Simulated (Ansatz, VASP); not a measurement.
Two plane-wave programs on CoTeH

```
Co Te H
1.0
     3.49233    0.00000    0.00000
     0.00000    3.49233    0.00000
     0.00000    0.00000    3.20857
Co Te H
1 1 1
Direct
  0.50000 0.50000 0.50000
  0.00000 0.00000 0.00000
  0.50000 0.50000 0.00000
```

Change from the starting cell: species swapped into the DyCoC type (P4/mmm, No. 123).

Alike in both runs: functional PBE; k mesh 14 × 14 × 14; occupations gaussian, width 0.1 eV; no spin polarisation.

Ansatz relaxed the structure, and its values are those at the end. VASP's run is a single point on that final structure, the one shown.

|  | VASP | Ansatz |
| --- | --- | --- |
| version | VASP 6.6.1 | Ansatz 0.2.0 |
| potentials or method | VASP PAW PBE potentials, release 64 (Co, Te, H), cutoff 520 eV | scalar-relativistic, plane waves, PAW |
| valence electrons in the cell | 16 | 34 |

VASP gave:

| Quantity | Value |
| --- | --- |
| gap on the k mesh at the Fermi level (eV) | none |
| pressure (GPa) | -0.1 |

**Question.** Estimate Ansatz's values.

**Answer.** gap on the k mesh at the Fermi level (eV): none; pressure (GPa): 0.0.

A gap of «none» marks a metal or a gap that the smearing closes. With one functional, cell and mesh, what is left measures potentials, basis and numerics. VASP's potentials hold 16 valence electrons a cell and Ansatz's 34, so a difference there can come from the potentials and not from the codes.

Spin-orbit coupling is off throughout.
